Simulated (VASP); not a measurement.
# Si8O17 (a cell with a defect) in VASP: further runs

The runs below take Si8O17 (a cell with a defect) through single point, with PBE+D3(BJ).

All numbers are computed with VASP 6.6.1; they aren't measurements. Logs are shortened: lines on timing, memory, paths and dates and some standing lists are left out, and cuts for length are marked.

## 1. The cell of the first run

The cell holds a defect, 25 atoms: a = 6.934 Å, b = 6.934 Å, c = 6.778 Å, α = 90.00°, β = 90.00°, γ = 90.00°.

## 2. Single point, PBE+D3(BJ), collinear spin

The input, INCAR:

```
SYSTEM = Si8O17
PREC     = Accurate       ! precision mode
ENCUT    = 520            ! plane-wave cutoff, eV
EDIFF    = 1E-6           ! SCF threshold, eV
ISMEAR   = -1             ! smearing method
SIGMA    = 0.02           ! smearing width, eV
LREAL    = Auto         
LASPH    = .True.         ! aspherical terms in the spheres
NELM     = 150            ! most SCF steps
ALGO     = Normal         ! electronic algorithm
ISIF     = 2              ! what is computed and relaxed
LWAVE    = .False.        ! write WAVECAR
LCHARG   = .False.        ! write CHGCAR
ISPIN    = 2              ! spin polarisation
MAGMOM   = 0 0 0 0 0 0 0 0 0 0 0 0 0 0 0 0 0 0 0 0 0 0 0 0 1 ! initial moments
LORBIT   = 11             ! projections on sites
GGA      = PE             ! functional
IVDW     = 12             ! dispersion correction
NBANDS   = 89             ! bands
```

The input, KPOINTS:

```
Automatic mesh
0
Gamma
  1 1 1
  0 0 0
```

The input, POSCAR:

```
Si8O17
1.0
   -4.9028000000     -4.9028000000      0.0000000000
    4.9028000000     -4.9028000000      0.0000000000
    0.0000000000      0.0000000000      6.7782000000
Si O
8 17
Direct
    0.1817736803      0.4693032553      0.0120385943
   -0.0188769683      0.1903912050      0.2708388658
    0.7835012646      0.5018458840      0.4983033844
   -0.0013461695      0.7744554132      0.7829364728
    0.6956942971      0.0012339887      0.0148269452
    0.4905666150      0.6926348209      0.2304889204
    0.3010320633     -0.0100758750      0.5215691482
    0.4953190014      0.2952496533      0.7586674928
    0.3413865546      0.5171636616      0.1867604969
    0.9097862446      0.3164110304      0.4522882181
    0.6145467896      0.4772986865      0.6635094863
    0.0583442115      0.6542281961      0.9757162669
    0.9434710778      0.6552072285      0.5762739370
    0.6966835278      0.5943338500      0.2968339677
    0.0234559843      0.3284245737      0.0866159157
    0.2954230236      0.3959982051      0.8236700009
    0.8437831443      0.0184180468      0.1879555044
    0.4055335727      0.8179101738      0.4085745478
    0.1621012483      0.9323345843      0.7152488861
    0.6040833809      0.2081463653      0.9490277655
    0.4537509178      0.1627947295      0.5691333982
    0.1711776944      0.0901627641      0.3487651589
    0.5120033450      0.8531961328      0.0421055738
    0.8062127764      0.9130904789      0.8227110442
    0.2233111691      0.0419454189      0.0411466171
```

Potentials or basis: VASP PAW PBE potentials, release 64 (Si, O).

Started as:

```bash
cat potpaw_PBE.64/Si/POTCAR potpaw_PBE.64/O/POTCAR > POTCAR
mpirun -np 1 vasp_gam > vasp.out
```

OUTCAR:

```text
SYSTEM = Si8O17
   PREC = Accurate
   ENCUT = 520
   EDIFF = 1E-6
   ISMEAR = -1
   LREAL = Auto
   LASPH = .True.
   NELM = 150
   ISIF = 2
   ISPIN = 2
   LORBIT = 11
   GGA = PE
   IVDW = 12
 IVDW          = 12

 ion  position               nearest neighbor table
   1  0.182  0.469  0.012-  15 1.55  12 1.56  16 1.58   9 1.65   4 2.92   2 2.96   8 3.02   6 3.03

   2  0.981  0.190  0.271-  22 1.58  10 1.59  15 1.60  17 1.63  25 2.51   5 2.94   1 2.96   3 2.99
                             7 3.12
   3  0.784  0.502  0.498-  10 1.59  14 1.62  13 1.62  11 1.63   2 2.99   8 3.03   6 3.03   4 3.09

   4  0.999  0.774  0.783-  12 1.60  19 1.64  24 1.67  13 1.67   1 2.92   5 3.06   3 3.09   7 3.13

   5  0.696  0.001  0.015-  17 1.56  24 1.63  20 1.63  23 1.65   2 2.94   6 2.96   8 3.02   4 3.06

   6  0.491  0.693  0.230-  18 1.60   9 1.62  14 1.65  23 1.70   5 2.96   3 3.03   1 3.03   7 3.14

   7  0.301  0.990  0.522-  18 1.59  21 1.63  22 1.63  19 1.68   8 2.98   2 3.12   4 3.13   6 3.14

   8  0.495  0.295  0.759-  21 1.61  20 1.61  16 1.61  11 1.64   7 2.98   5 3.02   1 3.02   3 3.03

   9  0.341  0.517  0.187-   6 1.62   1 1.65
  10  0.910  0.316  0.452-   3 1.59   2 1.59
  11  0.615  0.477  0.664-   3 1.63   8 1.64
  12  0.058  0.654  0.976-   1 1.56   4 1.60
  13  0.943  0.655  0.576-   3 1.62   4 1.67
  14  0.697  0.594  0.297-   3 1.62   6 1.65
[... 8 lines left out ...]
  23  0.512  0.853  0.042-   5 1.65   6 1.70
  24  0.806  0.913  0.823-   5 1.63   4 1.67
  25  0.223  0.042  0.041-   2 2.51

  LATTYP: Found a simple tetragonal cell.
 ALAT       =     6.9336062536
 C/A-ratio  =     0.9775865188

  Lattice vectors:

 A1 = (  -4.9028000000,  -4.9028000000,   0.0000000000)
 A2 = (   4.9028000000,  -4.9028000000,   0.0000000000)
 A3 = (   0.0000000000,   0.0000000000,   6.7782000000)

Analysis of symmetry for initial positions (statically):
=====================================================================
 Subroutine PRICEL returns:
 Original cell was already a primitive cell.

 Routine SETGRP: Setting up the symmetry group for a
 simple tetragonal supercell.

 Subroutine GETGRP returns: Found  1 space group operations
 (whereof  1 operations were pure point group operations)
 out of a pool of 16 trial point group operations.

The static configuration has the point symmetry C_1 .

Analysis of symmetry for dynamics (positions and initial velocities):
=====================================================================
 Subroutine PRICEL returns:
 Original cell was already a primitive cell.

 Routine SETGRP: Setting up the symmetry group for a
 simple tetragonal supercell.

 Subroutine GETGRP returns: Found  1 space group operations
 (whereof  1 operations were pure point group operations)
 out of a pool of 16 trial point group operations.

The dynamic configuration has the point symmetry C_1 .

Analysis of structural, dynamic, and magnetic symmetry:
=====================================================================
 Subroutine PRICEL returns:
 Original cell was already a primitive cell.

 Routine SETGRP: Setting up the symmetry group for a
 simple tetragonal supercell.

 Subroutine GETGRP returns: Found  1 space group operations
 (whereof  1 operations were pure point group operations)
 out of a pool of 16 trial point group operations.

The overall configuration has the point symmetry C_1 .

 Subroutine INISYM returns: Found  1 space group operations
 (whereof  1 operations are pure point group operations),
 and found     1 'primitive' translations

----------------------------------------------------------------------------------------

                                     Primitive cell

  volume of cell :     325.8613

  direct lattice vectors                    reciprocal lattice vectors
    -4.902800000 -4.902800000  0.000000000    -0.101982541 -0.101982541  0.000000000
     4.902800000 -4.902800000  0.000000000     0.101982541 -0.101982541  0.000000000
     0.000000000  0.000000000  6.778200000     0.000000000  0.000000000  0.147531793

  length of vectors
     6.933606254  6.933606254  6.778200000     0.144225092  0.144225092  0.147531793

  position of ions in fractional coordinates (direct lattice)
     0.181773680  0.469303255  0.012038594
     0.981123032  0.190391205  0.270838866
     0.783501265  0.501845884  0.498303384
     0.998653830  0.774455413  0.782936473
     0.695694297  0.001233989  0.014826945
     0.490566615  0.692634821  0.230488920
[... 17 lines left out ...]
     0.806212776  0.913090479  0.822711044
     0.223311169  0.041945419  0.041146617

  ion indices of the primitive-cell ions
   primitive index   ion index
                 1           1
                 2           2
                 3           3
                 4           4
                 5           5
                 6           6
[... 17 lines left out ...]
                24          24
                25          25

----------------------------------------------------------------------------------------

 KPOINTS: Automatic mesh

Automatic generation of k-mesh.
 Grid dimensions read from file:
 generate k-points for:    1    1    1

 Generating k-lattice:

  Cartesian coordinates                     Fractional coordinates (reciprocal lattice)
    -0.101982541 -0.101982541  0.000000000     1.000000000  0.000000000  0.000000000
     0.101982541 -0.101982541  0.000000000     0.000000000  1.000000000  0.000000000
     0.000000000  0.000000000  0.147531793     0.000000000  0.000000000  1.000000000

  Length of vectors
     0.144225092  0.144225092  0.147531793

  Shift w.r.t. Gamma in fractional coordinates (k-lattice)
     0.000000000  0.000000000  0.000000000

 Subroutine IBZKPT returns following result:
 ===========================================

 Found      1 irreducible k-points:

 Following reciprocal coordinates:
            Coordinates               Weight
  0.000000  0.000000  0.000000      1.000000
   k-points           NKPTS =      1   k-points in BZ     NKDIM =      1   number of bands    NBANDS=     89
   number of dos      NEDOS =    301   number of ions     NIONS =     25
   total plane-waves  NPLWV = 145800
   dimension x,y,z NGX =    54 NGY =   54 NGZ =   50
   dimension x,y,z NGXF=   108 NGYF=  108 NGZF=  100
   ions per type =               8  17
   NGX,Y,Z   is equivalent  to a cutoff of  12.95, 12.95, 12.26 a.u.
   NGXF,Y,Z  is equivalent  to a cutoff of  25.89, 25.89, 24.53 a.u.
 SYSTEM =  Si8O17
   PREC   = accura    normal or accurate (medium, high low for compatibility)
   ISTART =      0    job   : 0-new  1-cont  2-samecut
   ICHARG =      2    charge: 1-file 2-atom 10-const
   ISPIN  =      2    spin polarized calculation?
   LNONCOLLINEAR =      F non collinear calculations
   LSORBIT =      F    spin-orbit coupling
   LASPH  =      T    aspherical Exc in radial PAW
   ENCUT  =  520.0 eV  38.22 Ry    6.18 a.u.  12.89 12.89 12.60*2*pi/ulx,y,z
   NELM   =    150;   NELMIN=  2; NELMDL= -5     # of ELM steps
   EDIFF  = 0.1E-05   stopping-criterion for ELM
   LREAL  =      T    real-space projection
   EDIFFG = 0.1E-04   stopping-criterion for IOM
   NSW    =      0    number of steps for IOM
   IBRION =     -1    ionic relax: 0-MD 1-quasi-New 2-CG
   NFREE  =      0    steps in history (QN), initial steepest desc. (CG)
   ISIF   =      2    stress and relaxation
   ISYM   =      2    0-nonsym 1-usesym 2-fastsym
   POTIM  = 0.5000    time-step for ionic-motion
   TEBEG  =    0.0;   TEEND  =   0.0 temperature during run
   PSTRESS=    0.0 pullay stress
   NELECT =     134.0000    total number of electrons
   NUPDOWN=      -1.0000    fix difference up-down
   EMIN   =  10.00;   EMAX   =-10.00  energy-range for DOS
   EFERMI =   0.00;   METHOD = LEGACY
   ISMEAR =    -1;   SIGMA  =   0.02  broadening in eV -4-tet -1-fermi 0-gaus
   EFERMI_NEDOS =   21; number of points for ismear=-14 and -15
   IALGO  =     38    algorithm
   IMIX   =      4    mixing-type and parameters
     AMIX     =   0.40;   BMIX     =  1.00
     AMIX_MAG =   1.60;   BMIX_MAG =  1.00
  volume/ion in A,a.u.               =      13.03        87.96
  Fermi-wavevector in a.u.,A,eV,Ry     =   1.217397  2.300547 20.164585  1.482055
  Thomas-Fermi vector in A             =   2.352719
   LORBIT       =     11    0 simple, 1 ext, 2 COOP (PROOUT), +10 PAW based schemes
   GGA     = PE    functional components
   LHFCALC =     F    Hartree Fock is set to
   AEXX    =    0.0000 exact exchange contribution
   IVDW    =    12    specifies the selected vdW correction
   LEPSILON=     F    determine dielectric tensor
   LRPA    =     F    only Hartree local field effects (RPA)
 spin polarized calculation
  energy-cutoff  :      520.00
  volume of cell :      325.86
 maximum number of plane-waves:      4371
 NGX is ok and might be reduce to    50
   NGX = 25   NGY = 25   NGZ = 25

 number of electron     133.9999996 magnetization       2.0000896

 Free energy of the ion-electron system (eV)
  ---------------------------------------------------
  ext. energy  EPLUGINS =         0.00000000
  ---------------------------------------------------
  free energy    TOTEN  =      -189.20601233 eV

  energy without entropy =     -189.20601233  energy(sigma->0) =     -189.20601233

 E-fermi :   2.5605     XC(G=0):  -8.9598

 val. band max:        2.0720476198   @ k =   0.0000   0.0000   0.0000
 cond. band min:       3.3765522729   @ k =   0.0000   0.0000   0.0000
 fundamental gap:      1.3045046531
 Fermi energy:         2.5605177934

 spin component 1

 k-point     1 :       0.0000    0.0000    0.0000
  band No.  band energies     occupation
      1     -18.9773      1.00000
      2     -18.1828      1.00000
      3     -18.0946      1.00000
      4     -17.9054      1.00000
      5     -17.8039      1.00000
      6     -17.7575      1.00000
[... 71 lines left out ...]
     78      10.2721      0.00000
     79      10.4411      0.00000
 Fermi energy:         2.5605177934

 spin component 2

 k-point     1 :       0.0000    0.0000    0.0000
  band No.  band energies     occupation
      1     -18.9235      1.00000
      2     -18.1583      1.00000
      3     -18.0748      1.00000
      4     -17.8939      1.00000
      5     -17.7674      1.00000
      6     -17.7067      1.00000
[... 71 lines left out ...]
     78      10.2883      0.00000
     79      10.4829      0.00000
 [bands above 79 left out]

------------------------ aborting loop because EDIFF is reached ----------------------------------------

 Edisp (eV)   -3.32421

 E8    (eV) :    -1.1060

  FORCE on cell =-STRESS in cart. coord.  units (eV):
  Direction    XX          YY          ZZ          XY          YZ          ZX
  --------------------------------------------------------------------------------------
  -------------------------------------------------------------------------------------
  Total      13.92332     9.55641     8.73883    -1.03334    -1.17986     2.22666
  in kB      68.45743    46.98646    42.96663    -5.08065    -5.80106    10.94791
  external pressure =       52.80 kB  Pullay stress =        0.00 kB

 VOLUME and BASIS-vectors are now :
 -----------------------------------------------------------------------------
  energy-cutoff  :      520.00
  volume of cell :      325.86
      direct lattice vectors                 reciprocal lattice vectors
    -4.902800000 -4.902800000  0.000000000    -0.101982541 -0.101982541  0.000000000
     4.902800000 -4.902800000  0.000000000     0.101982541 -0.101982541  0.000000000
     0.000000000  0.000000000  6.778200000     0.000000000  0.000000000  0.147531793

 POSITION                                       TOTAL-FORCE (eV/Angst)
 -----------------------------------------------------------------------------------
      1.40970     -3.19210      0.08160        -2.034514     -2.023962      1.235262
     -3.87680     -5.74370      1.83580        -0.720077      0.652395     -0.460090
     -1.38090     -6.30180      3.37760         1.535137     -1.069054      0.602773
     -1.09920     -8.69320      5.30690         2.431480      0.061120     -1.883252
     -3.40480     -3.41690      0.10050         0.419384      1.340953     -2.780727
      0.99070     -5.80100      1.56230        -0.069637     -0.260693     -0.648866
[... 17 lines left out ...]
      0.52400     -8.42940      5.57650        -1.169388     -0.099938      0.082445
     -0.88920     -1.30050      0.27890        -0.249454     -0.095582     -0.755937
 -----------------------------------------------------------------------------------
    total drift:                                0.006385      0.007267      0.007747

  FREE ENERGIE OF THE ION-ELECTRON SYSTEM (eV)
  ---------------------------------------------------
  free  energy   TOTEN  =      -192.5302233844 eV

  energy  without entropy=     -192.5302233844  energy(sigma->0) =     -192.53022338

 total charge

# of ion       s       p       d       tot
------------------------------------------
    1        0.672   1.078   0.000   1.750
    2        0.658   1.043   0.000   1.701
    3        0.654   1.012   0.000   1.666
    4        0.638   0.954   0.000   1.592
    5        0.658   1.020   0.000   1.678
    6        0.640   0.962   0.000   1.601
[... 17 lines left out ...]
   24        1.551   3.663   0.000   5.214
   25        1.627   3.030   0.000   4.656
--------------------------------------------------
tot         31.707  70.096   0.000 101.803

 magnetization (x)

# of ion       s       p       d       tot
------------------------------------------
    1       -0.000  -0.000   0.000  -0.000
    2       -0.000  -0.002   0.000  -0.002
    3       -0.000   0.001   0.000   0.001
    4       -0.000   0.000   0.000  -0.000
    5       -0.000   0.000   0.000   0.000
    6       -0.000   0.000   0.000  -0.000
[... 17 lines left out ...]
   24        0.000   0.005   0.000   0.005
   25        0.016   1.359   0.000   1.375
--------------------------------------------------
tot          0.032   1.639   0.000   1.671
```

It took 92 s on 1 thread of AMD EPYC 7R43 (Zen 3), shared host; peak memory 0.4 GiB.

Results:

```
Free energy                                           : -192.5302 eV
Pressure                                              : 5.3 GPa
Largest force                                         : 3.124 eV/Å
Band gap on the k mesh                                : 1.30 eV
Net moment                                            : 2.00 μB per cell
Site moments                                          : Si -0.00, +0.00; O -0.00, +0.00, +0.05, +0.06, +0.11, +0.01, +1.38 μB
Valence electrons inside the program's atomic spheres : Si 1.75, 1.70, 1.67, 1.59, 1.68, 1.60, 1.61, 1.66; O 5.22, 5.29, 5.21, 5.30, 5.28, 5.27, 5.18, 5.24, 5.26, 5.16, 4.66
Dispersion energy per atom                            : -0.133 eV
```

Forces in eV/Å, atoms in the order of the input:
```
Si  -2.035 -2.024  1.235
Si  -0.720  0.652 -0.460
Si   1.535 -1.069  0.603
Si   2.431  0.061 -1.883
Si   0.419  1.341 -2.781
Si  -0.070 -0.261 -0.649
Si   1.193  0.564  0.089
Si   0.957 -1.136 -0.105
O    0.241  0.009 -0.566
O   -0.129  1.251  0.438
O   -0.768 -0.257  0.004
O    2.441 -0.884 -1.229
O   -0.068 -0.916  1.702
O    0.757  0.282 -0.656
O   -0.058  2.232  0.402
O    0.104  0.289 -0.713
O    0.304 -0.309  2.112
O   -0.338  0.136  1.193
O   -1.126 -1.300 -1.556
O   -0.251 -0.201 -0.021
O   -1.070  0.956  0.426
O   -0.937 -0.055  1.337
O   -1.396  0.833  1.752
O   -1.169 -0.100  0.082
O   -0.249 -0.096 -0.756
```

Stress tensor (GPa, compression positive):
```
 6.85 -0.51  1.09
-0.51  4.70 -0.58
 1.09 -0.58  4.30
```

Caveat: the k points lie up to 0.93 Å⁻¹ apart.

(Part 1 of 2 ends here.)
